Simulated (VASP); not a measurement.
Pt, 1 atom in the cell. The typed cell holds 1 atom: a = 2.742 Å, b = 2.742 Å, c = 2.746 Å, α = 109.47°, β = 109.47°, γ = 109.40°. This isn't the form of Pt at room conditions, which is fcc. This cell differs from its parent crystal: strain +0.0025 x Voigt [0, 0, 0, 0, 0, 1].

| Property | Result |
| --- | --- |
| Program | VASP 6.6.1 |
| Task | single point |
| Functional | r2SCAN |
| Potentials or basis | VASP PAW PBE potentials, release 64 (Pt) |
| Cutoff | 520 eV |
| k mesh | 22 × 22 × 22 |
| Occupations | gaussian, width 0.15 eV |
| Spin | no spin polarisation |
| Dipole correction | no |
| Further INCAR settings | ALGO = Normal; EDIFF = 1e-07; NBANDS = 11 |

Potentials or basis: VASP PAW PBE potentials, release 64 (Pt).

Launch:

```console
$ cat potpaw_PBE.64/Pt/POTCAR > POTCAR
$ cp INCAR.step1 INCAR
$ mpirun -np 1 vasp_std > vasp.out
$ cp INCAR.step2 INCAR
$ mpirun -np 1 vasp_std > vasp.out
```

Hardware: 1 thread of Oxide Virtual Turin-like Processor (shared host).

Problem. Estimate the wall time of this run.

Solution. It took 13 min on 1 thread of Oxide Virtual Turin-like Processor, on a shared host, peak memory 0.33 GiB. Counts: k points 1530.
